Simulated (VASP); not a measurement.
Input of a VASP 6.6.1 run:

File INCAR:

```
SYSTEM = Sc2B2Sb
  PREC = Accurate
  ENCUT = 520
  EDIFF = 1E-6
  ISMEAR = 0
  SIGMA = 0.1
  LREAL = .False.
  LASPH = .True.
  NELM = 100
  ALGO = Normal
  ISIF = 2
  LWAVE = .False.
  LCHARG = .False.
  GGA = PE
  NBANDS = 24
```

KPOINTS

```
regular mesh
0
Gamma
  6 6 4
  0 0 0
```

The input POSCAR:

```
Sc2B2Sb
1.0
    3.5674748600      0.0000000000      0.0000000000
   -1.7837374300      3.0895238600      0.0000000000
    0.0000000000      0.0000000000      6.3405463700
Sc B Sb
2 2 1
Direct
    0.6666666700      0.3333333300      0.3757005600
    0.3333333300      0.6666666700      0.6242994400
    0.6666666700      0.3333333300      0.7030983000
    0.3333333300      0.6666666700      0.2969017000
    0.0000000000      0.0000000000      0.0000000000
```

Potentials or basis: VASP PAW PBE potentials, release 64 (Sc_sv, B, Sb).

Run with:

```bash
$ cat potpaw_PBE.64/Sc_sv/POTCAR potpaw_PBE.64/B/POTCAR potpaw_PBE.64/Sb/POTCAR > POTCAR
$ mpirun -np 1 vasp_std > vasp.out
```

(1) Estimate the largest force.

(2) What does it give for the pressure?

(3) Estimate the band gap on the k mesh.

Results:

(1) 5.167 eV/Å.

(2) 40.1 GPa.

(3) zero (an odd number of electrons rules out a gap without spin polarisation).

Caveat: the cell stands under pressure; spin-orbit coupling is left out, which moves the levels of the heavy elements; an odd number of electrons without spin polarisation forces a metal; a magnetic or distorted state may lie lower.
